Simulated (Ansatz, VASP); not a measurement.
## W in VASP and in Ansatz

The input INCAR:

```
PREC = Accurate
ENCUT = 520
EDIFF = 1E-7
ISMEAR = 0
SIGMA = 0.15
LREAL = F
LASPH = T
NELM = 100
ALGO = Fast
ISIF = 2
LWAVE = F
LCHARG = F
GGA = PS
NBANDS = 21
```

File KPOINTS:

```
Automatic mesh
0
Gamma
  24 24 14
```

Contents of POSCAR:

```
W
1.0
   -1.5771801384      1.5771801384      1.5771801384
    1.5771801384     -1.5771801384      1.5771801384
    3.1543602768      3.1543602768      0.0000000000
W
2
Direct
    0.0000000000      0.0000000000     -0.0224168046
    0.5000000000      0.5000000000      0.5224168046
```

Input for Ansatz:

```yaml
crystal:
  lattice:
    - [-1.5771801384, 1.5771801384, 1.5771801384]
    - [1.5771801384, -1.5771801384, 1.5771801384]
    - [3.1543602768, 3.1543602768, 0.0]
  atoms:
    - { symbol: W, position: [0.0, 0.0, -0.0224168046] }
    - { symbol: W, position: [0.5, 0.5, 0.5224168046] }
basis:
  ecutwfc: 420
kpoints:
  mp_grid: { grid: [24, 24, 14] }
hamiltonian:
  xc: pbesol
scf:
  occupations: { method: gaussian, width: 0.15 }
output:
  forces: true
  stress: true
  eigenvalues: true
```

Change from the starting cell: mode 6 (223.7 1/cm) frozen in, largest displacement -0.100 Å.

Alike in both runs: task single point; functional PBEsol; k mesh 24 × 24 × 14; occupations gaussian, width 0.15 eV; no spin polarisation.

```csv
,VASP,Ansatz
version,VASP 6.6.1,Ansatz 0.2.0
potentials or method,"VASP PAW PBE potentials, release 64 (W_sv), cutoff 520 eV","scalar-relativistic, plane waves, PAW"
valence electrons in the cell,28,28
```

VASP gave:

| Quantity | Value |
| --- | --- |
| gap on the k mesh at the Fermi level (eV) | none |
| pressure (GPa) | 7.2 |
| traceless stress, the component that is largest in VASP (GPa) | -2.02 |
| rms of the force components (eV/Å) | 1.944 |

Task: Which values does Ansatz return?

Result: gap on the k mesh at the Fermi level (eV): none; pressure (GPa): 6.3; traceless stress, the component that is largest in VASP (GPa): -2.05; rms of the force components (eV/Å): 1.914.

VASP's potentials were made for PBE, not for PBEsol. Atom by atom the forces differ by 0.029 eV/Å (rms over components). A gap of «none» marks a metal or a gap that the smearing closes.

Neither program's run includes spin-orbit coupling.
